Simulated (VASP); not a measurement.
# Sr32HO32 (a cell with a defect) in VASP: single point with PBEsol

Aim: the single point of Sr32HO32 (a cell with a defect) with PBEsol.

Program: VASP 6.6.1. These are calculated values, not measurements. Logs are shortened: lines on timing, memory, paths and dates and some standing lists are left out, and cuts for length are marked.

**1. The cell of the first run**

The cell holds a defect, 65 atoms: a = 10.245 Å, b = 10.245 Å, c = 10.245 Å, α = 90.00°, β = 90.00°, γ = 90.00°.

**2. Single point, PBEsol**

File INCAR:

```
SYSTEM = Sr32HO32
PREC     = Accurate       ! precision mode
ENCUT    = 520            ! plane-wave cutoff, eV
EDIFF    = 1E-6           ! SCF threshold, eV
ISMEAR   = -1             ! smearing method
SIGMA    = 0.05           ! smearing width, eV
LREAL    = Auto         
LASPH    = .True.         ! aspherical terms in the spheres
NELM     = 100            ! most SCF steps
ALGO     = Normal         ! electronic algorithm
ISIF     = 2              ! what is computed and relaxed
LWAVE    = .False.        ! write WAVECAR
LCHARG   = .False.        ! write CHGCAR
GGA      = PS             ! functional
NBANDS   = 294            ! bands
NELECT   = 514.0        
ISYM     = 0
```

File KPOINTS:

```
Automatic mesh
0
Gamma
  1 1 1
  0.25 0.25 0.25
```

File POSCAR:

```
Sr32HO32
1.0
   10.2454930000      0.0000000000      0.0000000000
    0.0000000000     10.2454930000      0.0000000000
    0.0000000000      0.0000000000     10.2454930000
O Sr H
32 32 1
Direct
    0.2499100000      0.9977080000      0.9973860000
    0.2504050000      0.0009770000      0.4992010000
    0.2504110000      0.4995180000      0.0006410000
    0.2368700000      0.5130550000      0.5126980000
    0.7502940000      0.9996550000      0.9993400000
    0.7522370000      0.9977220000      0.4997150000
    0.7522400000      0.5000270000      0.9974000000
    0.7489770000      0.4995390000      0.4992200000
    0.9980690000      0.2495550000      0.9973760000
    0.0013370000      0.2500390000      0.4991980000
    0.0000150000      0.7499410000      0.9993300000
    0.9980900000      0.7518790000      0.4997160000
    0.4998880000      0.2500320000      0.0006130000
    0.5133860000      0.2365100000      0.5126870000
    0.5003880000      0.7518680000      0.9974040000
    0.4999140000      0.7486270000      0.4992260000
    0.9980740000      0.9977080000      0.2492360000
    0.0000220000      0.9996510000      0.7496120000
    0.0013540000      0.4995190000      0.2497260000
    0.9981000000      0.5000250000      0.7515400000
    0.4998850000      0.0009560000      0.2497240000
    0.5003930000      0.9977160000      0.7515480000
    0.5133980000      0.5130290000      0.2361740000
    0.4999080000      0.4995270000      0.7482770000
    0.2368740000      0.2365180000      0.2361830000
    0.2504260000      0.2500630000      0.7482210000
    0.2504280000      0.7485600000      0.2497480000
    0.2499660000      0.7518710000      0.7515490000
    0.7489370000      0.2500600000      0.2497410000
    0.7522400000      0.2495830000      0.7515430000
    0.7522400000      0.7518740000      0.2492830000
    0.7503230000      0.7499510000      0.7496390000
    0.0003480000      0.9999980000      0.9996730000
    0.0008970000      0.0005360000      0.4989900000
    0.0009010000      0.4993150000      0.0002030000
    0.9995790000      0.5003510000      0.5000180000
    0.4996680000      0.0005340000      0.0002150000
    0.5007190000      0.9992120000      0.5000310000
    0.5007130000      0.5003590000      0.9988820000
    0.4974080000      0.4970520000      0.4967200000
    0.2495800000      0.2492220000      0.9988810000
    0.2529270000      0.2525610000      0.4966760000
    0.2506360000      0.7490520000      0.0002000000
    0.2495780000      0.7503500000      0.5000310000
    0.7494100000      0.2502800000      0.0001930000
    0.7506970000      0.2492110000      0.5000380000
    0.7499370000      0.7495820000      0.9996970000
    0.7494370000      0.7490750000      0.4990030000
    0.2495800000      0.9992210000      0.2489010000
    0.2506380000      0.0005150000      0.7487240000
    0.2529280000      0.4969920000      0.2522440000
    0.2495810000      0.5003550000      0.7500000000
    0.7494050000      0.0005290000      0.2499580000
    0.7499350000      0.0000020000      0.7492640000
    0.7506950000      0.5003530000      0.2488980000
    0.7494370000      0.4993220000      0.7487380000
    0.9995760000      0.2492280000      0.2488980000
    0.0008890000      0.2502680000      0.7487160000
    0.0008920000      0.7490490000      0.2499550000
    0.0003660000      0.7495790000      0.7492590000
    0.4973650000      0.2525620000      0.2522280000
    0.5007080000      0.2492160000      0.7500050000
    0.5007050000      0.7503350000      0.2489090000
    0.4996880000      0.7490600000      0.7487400000
    0.3752520000      0.3748120000      0.3745170000
```

Potentials or basis: VASP PAW PBE potentials, release 64 (O, Sr_sv, H).

On the command line:

```
$ cat potpaw_PBE.64/O/POTCAR potpaw_PBE.64/Sr_sv/POTCAR potpaw_PBE.64/H/POTCAR > POTCAR
$ mpirun -np 1 vasp_std > vasp.out
```

OUTCAR:

```text
SYSTEM = Sr32HO32
   PREC = Accurate
   ENCUT = 520
   EDIFF = 1E-6
   ISMEAR = -1
   LREAL = Auto
   LASPH = .True.
   NELM = 100
   ISIF = 2
   GGA = PS
   NELECT = 514.0
   ISYM = 0

 ion  position               nearest neighbor table
   1  0.250  0.998  0.997-  43 2.55  50 2.55  33 2.56  37 2.56  41 2.58  49 2.58
   2  0.250  0.001  0.499-  34 2.56  50 2.56  49 2.56  38 2.56  44 2.57  42 2.58
   3  0.250  0.500  0.001-  35 2.56  43 2.56  41 2.56  39 2.56  52 2.57  51 2.58
   4  0.237  0.513  0.513-  36 2.44  44 2.44  52 2.44  51 2.68  42 2.68  40 2.68
   5  0.750  1.000  0.999-  33 2.56  47 2.56  54 2.56  53 2.57  45 2.57  37 2.57
   6  0.752  0.998  0.500-  48 2.55  34 2.55  54 2.56  53 2.56  46 2.58  38 2.58
[... 75 lines left out ...]
                            34 3.61  53 3.61  45 3.61  49 3.62  55 3.62  41 3.62  46 3.62  51 3.63
  58  0.001  0.250  0.749-  30 2.55   9 2.55  10 2.56  26 2.56  20 2.56  18 2.57  52 3.61  36 3.61
                            41 3.61  46 3.61  34 3.62  50 3.62  56 3.63  35 3.63  54 3.63  33 3.63
  59  0.001  0.749  0.250-  31 2.55  17 2.55  19 2.56  27 2.56  12 2.56  11 2.57  36 3.61  44 3.61
                            49 3.61  55 3.61  35 3.62  43 3.62  48 3.63  34 3.63  47 3.63  33 3.63
  60  0.000  0.750  0.749-  12 2.56  20 2.56  28 2.56  32 2.56  11 2.56  18 2.56  52 3.61  44 3.61
                            36 3.61  33 3.63  54 3.63  47 3.63  48 3.63  56 3.63  50 3.63  35 3.63
  61  0.497  0.253  0.252-  65 2.17  29 2.58  21 2.58  13 2.58  14 2.68  23 2.68  25 2.68  51 3.54
                            42 3.54  40 3.54  55 3.63  49 3.63  41 3.63  46 3.63  39 3.63  38 3.63
  62  0.501  0.249  0.750-  14 2.44  26 2.56  24 2.56  13 2.57  22 2.58  30 2.58  54 3.61  50 3.61
                            56 3.61  45 3.61  37 3.61  46 3.62  38 3.62  41 3.62  39 3.62  42 3.63
  63  0.501  0.750  0.249-  23 2.44  27 2.56  16 2.56  21 2.57  15 2.58  31 2.58  47 3.61  43 3.61
                            48 3.61  37 3.61  53 3.61  55 3.62  39 3.62  38 3.62  49 3.62  40 3.63
  64  0.500  0.749  0.749-  22 2.55  15 2.55  16 2.56  24 2.56  28 2.56  32 2.57  52 3.61  44 3.61
                            39 3.61  38 3.61  48 3.62  56 3.62  50 3.63  43 3.63  54 3.63  47 3.63
  65  0.375  0.375  0.375-  40 2.17  61 2.17  42 2.17  51 2.17

IMPORTANT INFORMATION: All symmetrisations will be switched off!
NOSYMM: (Re-)initialisation of all symmetry stuff for point group C_1.

----------------------------------------------------------------------------------------

                                     Primitive cell

  volume of cell :    1075.4707

  direct lattice vectors                    reciprocal lattice vectors
    10.245493000  0.000000000  0.000000000     0.097603893  0.000000000  0.000000000
     0.000000000 10.245493000  0.000000000     0.000000000  0.097603893  0.000000000
     0.000000000  0.000000000 10.245493000     0.000000000  0.000000000  0.097603893

  length of vectors
    10.245493000 10.245493000 10.245493000     0.097603893  0.097603893  0.097603893

  position of ions in fractional coordinates (direct lattice)
     0.249910000  0.997708000  0.997386000
     0.250405000  0.000977000  0.499201000
[... 199 lines left out ...]
   IALGO  =     38    algorithm
   IMIX   =      4    mixing-type and parameters
     AMIX     =   0.40;   BMIX     =  1.00
     AMIX_MAG =   1.60;   BMIX_MAG =  1.00
  volume/ion in A,a.u.               =      16.55       111.66
  Fermi-wavevector in a.u.,A,eV,Ry     =   1.279960  2.418773 22.290386  1.638297
  Thomas-Fermi vector in A             =   2.412415
   LORBIT       =      0    0 simple, 1 ext, 2 COOP (PROOUT), +10 PAW based schemes
   GGA     = PS    functional components
   LHFCALC =     F    Hartree Fock is set to
   AEXX    =    0.0000 exact exchange contribution
   IVDW    =     0    specifies the selected vdW correction
   LEPSILON=     F    determine dielectric tensor
   LRPA    =     F    only Hartree local field effects (RPA)
 non-spin polarized calculation
  energy-cutoff  :      520.00
  volume of cell :     1075.47
 maximum number of plane-waves:     28978
 NGX is ok and might be reduce to    80
   NGX = 39   NGY = 39   NGZ = 39

 number of electron     514.0000111 magnetization

 Free energy of the ion-electron system (eV)
  ---------------------------------------------------
  ext. energy  EPLUGINS =         0.00000000
  ---------------------------------------------------
  free energy    TOTEN  =      -402.64218749 eV

  energy without entropy =     -402.64218749  energy(sigma->0) =     -402.64218749

 E-fermi :   3.8574     XC(G=0): -10.3643

 val. band max:        2.5886047106   @ k =   0.2500  -0.2500   0.2500
 cond. band min:       5.1779299849   @ k =   0.2500   0.2500   0.2500
 fundamental gap:      2.5893252743
 Fermi energy:         3.8574376608

 k-point     1 :       0.2500    0.2500    0.2500
  band No.  band energies     occupation
      1     -30.6746      2.00000
      2     -30.6199      2.00000
      3     -30.6197      2.00000
      4     -30.6197      2.00000
      5     -30.5838      2.00000
      6     -30.5804      2.00000
[... 1077 lines left out ...]
    268       6.6523      0.00000
    269       6.6523      0.00000
 [bands above 269 left out]

------------------------ aborting loop because EDIFF is reached ----------------------------------------

  FORCE on cell =-STRESS in cart. coord.  units (eV):
  Direction    XX          YY          ZZ          XY          YZ          ZX
  --------------------------------------------------------------------------------------
  -------------------------------------------------------------------------------------
  Total       13.2592994     13.2613154     13.2597603     -0.0176449      0.0058337     -0.0089092
  in kB       19.7529778     19.7559811     19.7536645     -0.0262863      0.0086907     -0.0132724
  external PRESSURE =      19.7542078 kB  Pullay stress =       0.0000000 kB

 VOLUME and BASIS-vectors are now :
 -----------------------------------------------------------------------------
  energy-cutoff  :      520.00
  volume of cell :     1075.47
      direct lattice vectors                 reciprocal lattice vectors
    10.245493000  0.000000000  0.000000000     0.097603893  0.000000000  0.000000000
     0.000000000 10.245493000  0.000000000     0.000000000  0.097603893  0.000000000
     0.000000000  0.000000000 10.245493000     0.000000000  0.000000000  0.097603893

 POSITION                                       TOTAL-FORCE (eV/Angst)
 -----------------------------------------------------------------------------------
      2.56045     10.22201     10.21871         0.002129      0.004236      0.006141
      2.56552      0.01001      5.11456        -0.000021      0.003198     -0.001872
      2.56558      5.11781      0.00657         0.002068     -0.001222      0.004755
      2.42685      5.25650      5.25284         0.021773     -0.020810     -0.020883
      7.68713     10.24196     10.23873         0.000564     -0.000787     -0.000708
      7.70704     10.22215      5.11983        -0.006218      0.005822     -0.000384
[... 57 lines left out ...]
      5.11955      7.67449      7.67121         0.000448     -0.002222     -0.002609
      3.84464      3.84013      3.83711        -0.004655     -0.000474     -0.002159
 -----------------------------------------------------------------------------------
    total drift:                               -0.011930      0.009718      0.009177

  FREE ENERGIE OF THE ION-ELECTRON SYSTEM (eV)
  ---------------------------------------------------
  free  energy   TOTEN  =      -402.6421874944 eV

  energy  without entropy=     -402.6421874944  energy(sigma->0) =     -402.64218749
```

It took 65 min on 1 thread of AMD EPYC 7R43 (Zen 3), shared host; peak memory 1.4 GiB.

What came out:

```yaml
Free_energy: -402.6422 eV
Largest_force: 0.043 eV/Å
```

Forces in eV/Å, atoms in the order of the input:
```
O    0.002  0.004  0.006
O    0.000  0.003 -0.002
O    0.002 -0.001  0.005
O    0.022 -0.021 -0.021
O    0.001 -0.001 -0.001
O   -0.006  0.006  0.000
O   -0.005 -0.001  0.006
O   -0.005  0.000 -0.002
O    0.007  0.001  0.006
O    0.002  0.003 -0.001
O    0.000 -0.001  0.001
O    0.008 -0.008  0.000
O   -0.002  0.002  0.004
O   -0.020  0.021 -0.020
O   -0.001 -0.006  0.005
O   -0.002 -0.004 -0.001
O    0.007  0.006  0.001
O    0.000  0.001  0.002
O    0.002 -0.002  0.002
O    0.008 -0.001 -0.007
O   -0.002  0.006  0.001
O   -0.002  0.007 -0.007
O   -0.023 -0.023  0.024
O   -0.002 -0.001 -0.002
O    0.026  0.025  0.025
O    0.001  0.002  0.001
O    0.001 -0.001  0.001
O    0.000 -0.009 -0.007
O   -0.004  0.002  0.000
O   -0.008  0.001 -0.007
O   -0.006 -0.008  0.000
O   -0.001  0.000  0.001
Sr   0.002  0.000 -0.002
Sr   0.003  0.002  0.000
Sr   0.003  0.000  0.003
Sr  -0.024 -0.001 -0.002
Sr   0.000  0.003  0.003
Sr  -0.002 -0.023 -0.002
Sr  -0.002 -0.003 -0.023
Sr   0.021  0.020  0.020
Sr   0.002  0.002 -0.023
Sr  -0.020 -0.021  0.020
Sr   0.000 -0.004  0.003
Sr   0.001  0.024 -0.002
Sr  -0.004  0.000  0.003
Sr   0.024  0.002 -0.002
Sr   0.001 -0.001 -0.002
Sr  -0.002 -0.003  0.000
Sr   0.002 -0.023  0.001
Sr  -0.001  0.003 -0.003
Sr  -0.020  0.021 -0.020
Sr   0.001 -0.001  0.023
Sr  -0.003  0.003 -0.001
Sr   0.001  0.000 -0.001
Sr   0.024 -0.002  0.002
Sr  -0.003  0.000 -0.003
Sr  -0.023  0.001  0.001
Sr   0.003 -0.001 -0.003
Sr   0.003 -0.003 -0.001
Sr   0.001  0.000  0.000
Sr   0.021 -0.021 -0.021
Sr  -0.001  0.002  0.023
Sr  -0.001  0.023  0.001
Sr   0.000 -0.002 -0.003
H   -0.005  0.000 -0.002
```

Levels at points of the mesh, in eV from the Fermi level:
```csv
k point,band 254,band 255,band 256,band 257,band 258,band 259,band 260,band 261
"(0.25, 0.25, 0.25)",-2.53,-2.50,-2.50,-1.27,1.32,1.32,1.53,1.89
```

Caveat: the k points lie up to 0.61 Å⁻¹ apart; the cell carries a net charge on a neutralising background, which shifts energy and pressure; the cell is charged against a uniform background, so pressure and absolute levels hang on convention; the PAW data sets were made with another functional, which shifts forces and pressure a little.
